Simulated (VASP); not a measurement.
# Ni3Pt (Pm-3m) in VASP: further runs, part 2 of 3

VASP 6.6.1. Earlier steps stand in the parts before.

## (3) Single point, LDA (volume scaled by 0.82)

The input, INCAR:

```
SYSTEM = Ni3Pt
ALGO = Normal
EDIFF = 1E-7
ENCUT = 520
GGA = CA
ISIF = 2
ISMEAR = -1
LASPH = .True.
LCHARG = .False.
LREAL = .False.
LWAVE = .False.
NBANDS = 28
NELM = 100
PREC = Accurate
SIGMA = 0.05
```

The input, KPOINTS:

```
k-points
0
Gamma
  9 9 9
  0 0 0
```

The input, POSCAR:

```
Ni3Pt
1.0
    3.3925588581      0.0000000000      0.0000000000
    0.0000000000      3.3925588581      0.0000000000
    0.0000000000      0.0000000000      3.3925588581
Ni Pt
3 1
Direct
    0.5000000000      0.0000000000      0.5000000000
    0.0000000000      0.5000000000      0.5000000000
    0.5000000000      0.5000000000      0.0000000000
    0.0000000000      0.0000000000      0.0000000000
```

Potentials or basis: VASP PAW LDA potentials, release 64 (Ni, Pt).

On the command line:

```bash
> cat potpaw_LDA.64/Ni/POTCAR potpaw_LDA.64/Pt/POTCAR > POTCAR
> mpirun -np 1 vasp_std > vasp.out
```

OUTCAR:

```text
SYSTEM = Ni3Pt
   EDIFF = 1E-7
   ENCUT = 520
   GGA = CA
   ISIF = 2
   ISMEAR = -1
   LASPH = .True.
   LREAL = .False.
   NELM = 100
   PREC = Accurate

 ion  position               nearest neighbor table
   1  0.500  0.000  0.500-   2 2.40   3 2.40   4 2.40   3 2.40   4 2.40   2 2.40   3 2.40   3 2.40
                             2 2.40   4 2.40   4 2.40   2 2.40
   2  0.000  0.500  0.500-   1 2.40   3 2.40   4 2.40   3 2.40   4 2.40   1 2.40   4 2.40   4 2.40
                             1 2.40   3 2.40   3 2.40   1 2.40
   3  0.500  0.500  0.000-   1 2.40   2 2.40   4 2.40   1 2.40   2 2.40   1 2.40   4 2.40   1 2.40
                             2 2.40   4 2.40   2 2.40   4 2.40
   4  0.000  0.000  0.000-   1 2.40   2 2.40   3 2.40   1 2.40   2 2.40   2 2.40   3 2.40   2 2.40
                             1 2.40   3 2.40   1 2.40   3 2.40

  LATTYP: Found a simple cubic cell.
 ALAT       =     3.3925588581

  Lattice vectors:

 A1 = (   3.3925588581,   0.0000000000,   0.0000000000)
 A2 = (   0.0000000000,   3.3925588581,   0.0000000000)
 A3 = (   0.0000000000,   0.0000000000,   3.3925588581)

Analysis of symmetry for initial positions (statically):
=====================================================================
 Subroutine PRICEL returns:
 Original cell was already a primitive cell.

 Routine SETGRP: Setting up the symmetry group for a
 simple cubic supercell.

 Subroutine GETGRP returns: Found 48 space group operations
 (whereof 48 operations were pure point group operations)
 out of a pool of 48 trial point group operations.

The static configuration has the point symmetry O_h .

Analysis of symmetry for dynamics (positions and initial velocities):
=====================================================================
 Subroutine PRICEL returns:
 Original cell was already a primitive cell.

 Routine SETGRP: Setting up the symmetry group for a
 simple cubic supercell.

 Subroutine GETGRP returns: Found 48 space group operations
 (whereof 48 operations were pure point group operations)
 out of a pool of 48 trial point group operations.

The dynamic configuration has the point symmetry O_h .

 Subroutine INISYM returns: Found 48 space group operations
 (whereof 48 operations are pure point group operations),
 and found     1 'primitive' translations

----------------------------------------------------------------------------------------

                                     Primitive cell

  volume of cell :      39.0465

  direct lattice vectors                    reciprocal lattice vectors
     3.392558858  0.000000000  0.000000000     0.294762756  0.000000000  0.000000000
     0.000000000  3.392558858  0.000000000     0.000000000  0.294762756  0.000000000
     0.000000000  0.000000000  3.392558858     0.000000000  0.000000000  0.294762756

  length of vectors
     3.392558858  3.392558858  3.392558858     0.294762756  0.294762756  0.294762756

  position of ions in fractional coordinates (direct lattice)
     0.500000000  0.000000000  0.500000000
     0.000000000  0.500000000  0.500000000
     0.500000000  0.500000000  0.000000000
     0.000000000  0.000000000  0.000000000

  ion indices of the primitive-cell ions
[... 28 lines left out ...]
 ===========================================

 Found     35 irreducible k-points:

 Following reciprocal coordinates:
            Coordinates               Weight
  0.000000  0.000000  0.000000      1.000000
  0.111111  0.000000  0.000000      6.000000
  0.222222  0.000000  0.000000      6.000000
  0.333333  0.000000  0.000000      6.000000
  0.444444  0.000000  0.000000      6.000000
  0.111111  0.111111  0.000000     12.000000
[... 16 lines left out ...]
  0.333333  0.333333  0.111111     24.000000
  0.444444  0.333333  0.111111     48.000000
 [... further k-points ...]
   k-points           NKPTS =     35   k-points in BZ     NKDIM =     35   number of bands    NBANDS=     28
   number of dos      NEDOS =    301   number of ions     NIONS =      4
   total plane-waves  NPLWV =  21952
   dimension x,y,z NGX =    28 NGY =   28 NGZ =   28
   dimension x,y,z NGXF=    56 NGYF=   56 NGZF=   56
   ions per type =               3   1
   NGX,Y,Z   is equivalent  to a cutoff of  13.72, 13.72, 13.72 a.u.
   NGXF,Y,Z  is equivalent  to a cutoff of  27.44, 27.44, 27.44 a.u.
 SYSTEM =  Ni3Pt
   PREC   = accura    normal or accurate (medium, high low for compatibility)
   ISTART =      0    job   : 0-new  1-cont  2-samecut
   ICHARG =      2    charge: 1-file 2-atom 10-const
   ISPIN  =      1    spin polarized calculation?
   LNONCOLLINEAR =      F non collinear calculations
   LSORBIT =      F    spin-orbit coupling
   LASPH  =      T    aspherical Exc in radial PAW
   ENCUT  =  520.0 eV  38.22 Ry    6.18 a.u.   6.31  6.31  6.31*2*pi/ulx,y,z
   NELM   =    100;   NELMIN=  2; NELMDL= -5     # of ELM steps
   EDIFF  = 0.1E-06   stopping-criterion for ELM
   LREAL  =      F    real-space projection
   EDIFFG = 0.1E-05   stopping-criterion for IOM
   NSW    =      0    number of steps for IOM
   IBRION =     -1    ionic relax: 0-MD 1-quasi-New 2-CG
   NFREE  =      0    steps in history (QN), initial steepest desc. (CG)
   ISIF   =      2    stress and relaxation
   ISYM   =      2    0-nonsym 1-usesym 2-fastsym
   POTIM  = 0.5000    time-step for ionic-motion
   TEBEG  =    0.0;   TEEND  =   0.0 temperature during run
   PSTRESS=    0.0 pullay stress
   NELECT =      40.0000    total number of electrons
   NUPDOWN=      -1.0000    fix difference up-down
   EMIN   =  10.00;   EMAX   =-10.00  energy-range for DOS
   EFERMI =   0.00;   METHOD = LEGACY
   ISMEAR =    -1;   SIGMA  =   0.05  broadening in eV -4-tet -1-fermi 0-gaus
   EFERMI_NEDOS =   21; number of points for ismear=-14 and -15
   IALGO  =     38    algorithm
   IMIX   =      4    mixing-type and parameters
     AMIX     =   0.40;   BMIX     =  1.00
     AMIX_MAG =   1.60;   BMIX_MAG =  1.00
  volume/ion in A,a.u.               =       9.76        65.87
  Fermi-wavevector in a.u.,A,eV,Ry     =   1.650317  3.118647 37.056107  2.723547
  Thomas-Fermi vector in A             =   2.739287
   LORBIT       =      0    0 simple, 1 ext, 2 COOP (PROOUT), +10 PAW based schemes
   GGA     = CA    functional components
   LHFCALC =     F    Hartree Fock is set to
   AEXX    =    0.0000 exact exchange contribution
   IVDW    =     0    specifies the selected vdW correction
   LEPSILON=     F    determine dielectric tensor
   LRPA    =     F    only Hartree local field effects (RPA)
 non-spin polarized calculation
  energy-cutoff  :      520.00
  volume of cell :       39.05
 maximum number of plane-waves:      1060
 NGX is ok and might be reduce to    28
   NGX = 13   NGY = 13   NGZ = 13

 number of electron      40.0000028 magnetization

 Free energy of the ion-electron system (eV)
  ---------------------------------------------------
  ext. energy  EPLUGINS =         0.00000000
  ---------------------------------------------------
  free energy    TOTEN  =       -26.58600068 eV

  energy without entropy =      -26.52601500  energy(sigma->0) =      -26.55600784

 E-fermi :  13.2185     XC(G=0): -14.8454

 val. band max:       13.2118700546   @ k =   0.4444   0.3333   0.2222
 cond. band min:      13.2285087747   @ k =   0.4444   0.2222   0.2222
 fundamental gap:      0.0166387201
 Fermi energy:        13.2185067753

 k-point     1 :       0.0000    0.0000    0.0000
  band No.  band energies     occupation
      1       2.0729      2.00000
      2       5.4438      2.00000
      3       5.4438      2.00000
      4       6.7741      2.00000
      5       6.7741      2.00000
      6       6.7741      2.00000
[... 733 lines left out ...]
     27      26.0485      0.00000
     28      26.9267      0.00000

 [... further k-points ...]

------------------------ aborting loop because EDIFF is reached ----------------------------------------

  FORCE on cell =-STRESS in cart. coord.  units (eV):
  Direction    XX          YY          ZZ          XY          YZ          ZX
  --------------------------------------------------------------------------------------
  -------------------------------------------------------------------------------------
  Total       13.2699663     13.2699663     13.2699663      0.0000000      0.0000000     -0.0000000
  in kB      544.5004346    544.5004346    544.5004346      0.0000000      0.0000000     -0.0000000
  external PRESSURE =     544.5004346 kB  Pullay stress =       0.0000000 kB

 VOLUME and BASIS-vectors are now :
 -----------------------------------------------------------------------------
  energy-cutoff  :      520.00
  volume of cell :       39.05
      direct lattice vectors                 reciprocal lattice vectors
     3.392558858  0.000000000  0.000000000     0.294762756  0.000000000  0.000000000
     0.000000000  3.392558858  0.000000000     0.000000000  0.294762756  0.000000000
     0.000000000  0.000000000  3.392558858     0.000000000  0.000000000  0.294762756

 POSITION                                       TOTAL-FORCE (eV/Angst)
 -----------------------------------------------------------------------------------
      1.69628      0.00000      1.69628         0.000000      0.000000      0.000000
      0.00000      1.69628      1.69628         0.000000      0.000000      0.000000
      1.69628      1.69628      0.00000         0.000000      0.000000      0.000000
      0.00000      0.00000      0.00000         0.000000      0.000000      0.000000
 -----------------------------------------------------------------------------------
    total drift:                                0.000000      0.000000      0.000000

  FREE ENERGIE OF THE ION-ELECTRON SYSTEM (eV)
  ---------------------------------------------------
  free  energy   TOTEN  =       -26.5860006849 eV

  energy  without entropy=      -26.5260149997  energy(sigma->0) =      -26.55600784
```

OSZICAR:

```text
N       E                     dE             d eps       ncg     rms          rms(c)
DAV:   1     0.277873872699E+03    0.27787E+03   -0.18456E+04  2088   0.203E+03
DAV:   2    -0.113044884598E+02   -0.28918E+03   -0.27421E+03  1976   0.375E+02
DAV:   3    -0.296734899874E+02   -0.18369E+02   -0.17816E+02  2076   0.118E+02
DAV:   4    -0.299768300977E+02   -0.30334E+00   -0.30300E+00  2184   0.150E+01
DAV:   5    -0.299869268025E+02   -0.10097E-01   -0.10096E-01  2364   0.234E+00    0.304E+01
DAV:   6    -0.282347239625E+02    0.17522E+01   -0.17789E+01  2128   0.786E+01    0.155E+01
DAV:   7    -0.273811473036E+02    0.85358E+00   -0.17335E+01  2388   0.707E+01    0.127E+01
DAV:   8    -0.266386451465E+02    0.74250E+00   -0.11566E+00  2520   0.211E+01    0.367E+00
DAV:   9    -0.265881251852E+02    0.50520E-01   -0.13187E-01  3000   0.503E+00    0.777E-01
DAV:  10    -0.265862979775E+02    0.18272E-02   -0.16202E-02  2404   0.188E+00    0.241E-01
DAV:  11    -0.265860979266E+02    0.20005E-03   -0.13188E-03  2632   0.770E-01    0.140E-01
DAV:  12    -0.265859990397E+02    0.98887E-04   -0.28411E-04  2280   0.341E-01    0.155E-02
DAV:  13    -0.265860006446E+02   -0.16049E-05   -0.20868E-05  2184   0.513E-02    0.965E-03
DAV:  14    -0.265860006782E+02   -0.33517E-07   -0.10972E-06  2292   0.911E-03    0.103E-03
DAV:  15    -0.265860006849E+02   -0.67566E-08   -0.43829E-08  1172   0.186E-03
   1 F= -.26586001E+02 E0= -.26556008E+02  d E =-.599857E-01
```

It took 38 s on 1 thread of Intel Xeon Platinum 8488C (Sapphire Rapids), shared host; peak memory 0.16 GiB.

What came out:

```
Free energy            : -26.5860 eV
Pressure               : 54.5 GPa
Band gap on the k mesh : zero (band 20 reaches 13.95 eV, above the bottom of band 21 at 12.91 eV)
```

Caveat: spin-orbit coupling is left out, which moves the levels of the heavy elements. Spin polarisation is off, so any magnetic state and its effect on volume and gap are missing.

## (4) Single point, LDA (volume scaled by 0.88)

The input, INCAR:

```
SYSTEM = Ni3Pt
PREC = Accurate ; ENCUT = 520
EDIFF = 1E-6 ; ISMEAR = -1
SIGMA = 0.05 ; LREAL = .FALSE.
LASPH = .TRUE. ; NELM = 100
ALGO = Normal ; ISIF = 2
LWAVE = .FALSE. ; LCHARG = .FALSE.
GGA = CA ; NBANDS = 28
```

The input, KPOINTS:

```
Automatic mesh
0
G
  9 9 9
  0 0 0
```

The input, POSCAR:

```
Ni3Pt
1.0
    3.4733642582      0.0000000000      0.0000000000
    0.0000000000      3.4733642582      0.0000000000
    0.0000000000      0.0000000000      3.4733642582
Ni Pt
3 1
Direct
    0.5000000000      0.0000000000      0.5000000000
    0.0000000000      0.5000000000      0.5000000000
    0.5000000000      0.5000000000      0.0000000000
    0.0000000000      0.0000000000      0.0000000000
```

On the command line:

```bash
> cat potpaw_LDA.64/Ni/POTCAR potpaw_LDA.64/Pt/POTCAR > POTCAR
> mpirun -np 1 vasp_std > vasp.out
```

It took 28 s on 1 thread of Intel Xeon Platinum 8488C (Sapphire Rapids), shared host; peak memory 0.16 GiB.

Results (log left out):

```yaml
Free_energy: -27.2603 eV
Pressure: 23.1 GPa
Band_gap_on_the_k_mesh: zero (band 20 reaches 12.50 eV, above the bottom of band 21 at 11.60 eV)
```

Levels at points of the mesh, in eV from the Fermi level:
```
           k point  band 16  band 17  band 18  band 19  band 20  band 21  band 22  band 23  band 24  band 25
(0.00, 0.00, 0.00)    -0.01     0.16     0.16     0.63     0.63     0.63     2.30     2.30     2.30     9.67
```

Caveat: spin-orbit coupling is left out, which moves the levels of the heavy elements.

(Continued in part 3 of 3.)
